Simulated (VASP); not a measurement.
AlAs:

```
CELL_PARAMETERS angstrom
0.00000 2.83892 2.83892
2.83892 0.00000 2.83892
2.83892 2.83892 0.00000
ATOMIC_POSITIONS crystal
Al 0.00000 0.00000 0.00000
As 0.25000 0.25000 0.25000
```

Base run:

```yaml
Program: VASP 6.6.1
Functional: PBE
Potentials_or_basis: VASP PAW PBE potentials, release 64 (Al, As)
Cutoff: 500 eV
k_mesh: 6 × 6 × 6
Occupations: gaussian, width 0.01 eV
Spin: no spin polarisation
```

Its results: band gap on the k mesh 1.45 eV (least direct gap 1.99 eV); pressure 2.1 GPa.

**Question.** The run is repeated on the same cell with these changes: functional from PBE to r2SCAN; cutoff from 500 eV to 550 eV. What comes out?

**Answer.** Band gap on the k mesh 1.80 eV (least direct gap 2.63 eV); pressure 0.0 GPa.

Caveats: the PAW data sets were made with another functional, which shifts forces and pressure a little (at least some runs).

A k mesh can miss the band edges.
